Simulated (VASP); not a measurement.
A run of VASP 6.6.1 is set up as follows.

File INCAR:

```
  ALGO = Normal
  EDIFF = 1E-6
  ENCUT = 690
  GGA = PE
  GGA_COMPAT = F
  ISIF = 2
  ISMEAR = -1
  ISPIN = 2
  LASPH = T
  LCHARG = T
  LELF = T
  LMAXMIX = 4
  LORBIT = 11
  LREAL = F
  LVHAR = T
  LWAVE = F
  MAGMOM = 2 2
  NBANDS = 28
  NELM = 200
  PREC = Accurate
  SIGMA = 0.05
```

KPOINTS

```
k-points
0
Gamma
  10 10 6
```

File POSCAR:

```
Co
1.0
    2.5708798993      0.0000000000      0.0000000000
   -1.2854399497      2.2264473029      0.0000000000
    0.0000000000      0.0000000000      4.0211440800
Co
2
Direct
    0.6666666667      0.3333333333      0.7500000000
    0.3333333333      0.6666666667      0.2500000000
```

Potentials or basis: VASP PAW PBE potentials, release 64 (Co_sv).

Command:

```sh
$ cat potpaw_PBE.64/Co_sv/POTCAR > POTCAR
$ mpirun -np 1 vasp_std > vasp.out
```

Question: Predict the net moment.

Answer: 3.33 μB per cell.

Question: Estimate the pressure.

Answer: -11.5 GPa.

Stress tensor (GPa, compression positive):
```
-13.97   0.00   0.00
  0.00 -13.97   0.00
  0.00   0.00  -6.71
```

Caveat: the stress differs along the axes, from -14 to -7 GPa.
